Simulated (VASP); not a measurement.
Crystal: Bi.

```
Bi
1.0
     5.53856    0.00000    0.00000
    -2.76928    4.79653    0.00000
     0.00000    0.00000    3.26731
Bi
2
Direct
  0.33333 0.66667 0.50000
  0.66667 0.33333 0.50000
```

The cell was generated, and may not be a known phase.

* Program: VASP 6.6.1
* Task: relaxation of cell and atoms
* Functional: PBE
* Potentials or basis: VASP PAW PBE potentials, release 64 (Bi_d)
* Cutoff: 600 eV
* k mesh: 12 × 12 × 18
* Occupations: gaussian, width 0.1 eV
* Spin: no spin polarisation

At the start: pressure 0.2 GPa; volume 43.40 Å³/atom.

Q: How do energy, volume and symmetry change on relaxing?

A: Over 10 steps the energy falls by 16.8 meV/atom and the volume is 43.52 Å³/atom (+0.3 %); space group P6/mmm (No. 191, to 0.1 Å) before and after.

Step by step:
| step | energy change (eV) | largest force (eV/Å) | pressure (GPa) | volume (Å³) |
| --- | --- | --- | --- | --- |
| 1 | 0.0000 | 0.0000 | 0.25 | 86.80 |
| 2 | -0.0301 | 0.0000 | -0.19 | 87.55 |
| 3 | -0.0335 | 0.0000 | -0.14 | 87.38 |
| 4 | -0.0335 | 0.0000 | -0.13 | 87.37 |
| 5 | -0.0335 | 0.0000 | -0.12 | 87.36 |
| 6 | -0.0337 | 0.0000 | 0.04 | 86.94 |
| 7 | -0.0337 | 0.0000 | 0.03 | 87.02 |
| 8 | -0.0337 | 0.0000 | 0.00 | 87.06 |
| 9 | -0.0337 | 0.0000 | -0.01 | 87.05 |
| 10 | -0.0337 | 0.0000 | -0.01 | 87.03 |

Final structure:
```cif
data_structure
_symmetry_space_group_name_H-M 'P 1'
_symmetry_Int_Tables_number 1
_cell_length_a 5.4679
_cell_length_b 5.4679
_cell_length_c 3.3615
_cell_angle_alpha 90.000
_cell_angle_beta 90.000
_cell_angle_gamma 120.000
_cell_volume 87.03
loop_
_atom_site_label
_atom_site_type_symbol
_atom_site_fract_x
_atom_site_fract_y
_atom_site_fract_z
_atom_site_occupancy
Bi1 Bi 0.33333 0.66667 0.50000 1
Bi2 Bi 0.66667 0.33333 0.50000 1
```
